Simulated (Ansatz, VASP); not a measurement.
**One calculation of TiAl, two programs**

Contents of INCAR:

```
ALGO = Fast ; EDIFF = 1E-7
ENCUT = 520 ; GGA = PS
ISIF = 2 ; ISMEAR = 0
LASPH = True ; LCHARG = False
LREAL = False ; LWAVE = False
NBANDS = 14 ; NELM = 60
PREC = Accurate ; SIGMA = 0.15
```

KPOINTS

```
k-points
0
Gamma
  16 16 16
```

The input POSCAR:

```
TiAl
1.0
    2.7336451443      0.0000000000      0.0000000000
    0.0000000000      2.7336451443      0.0000000000
    0.0000000000      0.0000000000      3.8702947953
Ti Al
1 1
Direct
    0.0000000000      0.0000000000      0.0000000000
    0.5000000000      0.5000000000      0.5000000000
```

Input for Ansatz:

```yaml
crystal:
  lattice:
    - [2.7336451443, 0.0, 0.0]
    - [0.0, 2.7336451443, 0.0]
    - [0.0, 0.0, 3.8702947953]
  atoms:
    - { symbol: Ti, position: [0.0, 0.0, 0.0] }
    - { symbol: Al, position: [0.5, 0.5, 0.5] }
basis:
  ecutwfc: 520.0
kpoints:
  mp_grid: { grid: [16, 16, 16] }
hamiltonian:
  xc: pbesol
  pseudopotentials: { kind: paw, azcp: { folder: soft_1 } }
scf:
  occupations: { method: gaussian, width: 0.15 }
output:
  forces: true
  stress: true
  eigenvalues: true
```

Alike in both runs: task single point; functional PBEsol; k mesh 16 × 16 × 16; occupations gaussian, width 0.15 eV; no spin polarisation.

|  | VASP | Ansatz |
| --- | --- | --- |
| version | VASP 6.6.1 | Ansatz 0.2.0 |
| potentials or method | VASP PAW PBE potentials, release 64 (Ti_sv, Al), cutoff 520 eV | scalar-relativistic, plane waves, PAW |
| valence electrons in the cell | 15 | 15 |

Ansatz gave:

```
gap on the k mesh at the Fermi level (eV)                     : none
pressure (GPa)                                                : 12.3
traceless stress, the component that is largest in VASP (GPa) : 0.98
```

Question: What did VASP give for the same quantities?

Answer: gap on the k mesh at the Fermi level (eV): none; pressure (GPa): 12.4; traceless stress, the component that is largest in VASP (GPa): 0.98.

VASP's potentials were made for PBE, not for PBEsol, and Ansatz warns of the same on its side. A gap of «none» marks a metal or a gap that the smearing closes. The functional is the same, so the differences come from potentials, cutoffs and numerics.
